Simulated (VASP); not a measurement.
Wanted: the native input for a VASP 6.6.1 run.

| Quantity | Value |
| --- | --- |
| Task | single point |
| Functional | r2SCAN0 |
| Potentials or basis | VASP PAW PBE potentials, release 64 (Al) |
| Cutoff | 520 eV |
| k mesh | 5 × 5 × 5 |
| Occupations | fermi-dirac, width 0.1 eV |
| Spin | no spin polarisation |
| Dipole correction | no |
| Grid for exact exchange (PRECFOCK) | Normal |
| Further INCAR settings | ALGO = Normal; EDIFF = 1e-06; NBANDS = 10 |

The system is Al.

```xyz
2
Lattice="0.0000 3.0137 3.0137 3.0137 0.0000 3.0137 3.0137 3.0137 0.0000" Properties=species:S:1:pos:R:3 pbc="T T T"
Al    0.7534    0.7534    0.7534
Al    5.2740    5.2740    5.2740
```

The input as run:

POSCAR

```
Al
1.0
    0.0000000000      3.0137355255      3.0137355255
    3.0137355255      0.0000000000      3.0137355255
    3.0137355255      3.0137355255      0.0000000000
Al
2
Direct
    0.1250000000      0.1250000000      0.1250000000
    0.8750000000      0.8750000000      0.8750000000
```

INCAR.step1

```
SYSTEM = Al
ALGO = Normal ; EDIFF = 1E-5
ENCUT = 520 ; GGA = PE
ISIF = 2 ; ISMEAR = -1
LASPH = .True. ; LCHARG = .False.
LREAL = .False. ; LWAVE = .True.
NBANDS = 10 ; NELM = 80
PREC = Accurate ; SIGMA = 0.1
```

INCAR.step2

```
SYSTEM = Al
AEXX = 0.25 ; ALGO = Normal
EDIFF = 1E-6 ; ENCUT = 520
ISIF = 2 ; ISMEAR = -1
ISTART = 1 ; LASPH = .True.
LCHARG = .False. ; LHFCALC = .True.
LMIXTAU = .True. ; LREAL = .False.
LWAVE = .False. ; METAGGA = R2SCAN
NBANDS = 10 ; NELM = 80
PREC = Accurate ; PRECFOCK = Normal
SIGMA = 0.1
```

KPOINTS

```
k-points
0
Gamma
  5 5 5
  0 0 0
```

Potentials or basis: VASP PAW PBE potentials, release 64 (Al).

The run is started by

```sh
$ cat potpaw_PBE.64/Al/POTCAR > POTCAR
$ cp INCAR.step1 INCAR
$ mpirun -np 1 vasp_std > vasp.out
$ cp INCAR.step2 INCAR
$ mpirun -np 1 vasp_std > vasp.out
```

Results of the run:

```yaml
Pressure: -0.7 GPa
Band_gap_on_the_k_mesh: zero (band 3 reaches 5.63 eV, above the bottom of band 4 at 1.69 eV)
```

Caveat: the k points lie up to 0.36 Å⁻¹ apart; the PAW data sets were made with another functional, which shifts forces and pressure a little.

Wall time 6.6 min on 1 thread of AMD EPYC 7R43 64-Core Processor (Zen 3), with other jobs on the host, peak memory 0.15 GiB.
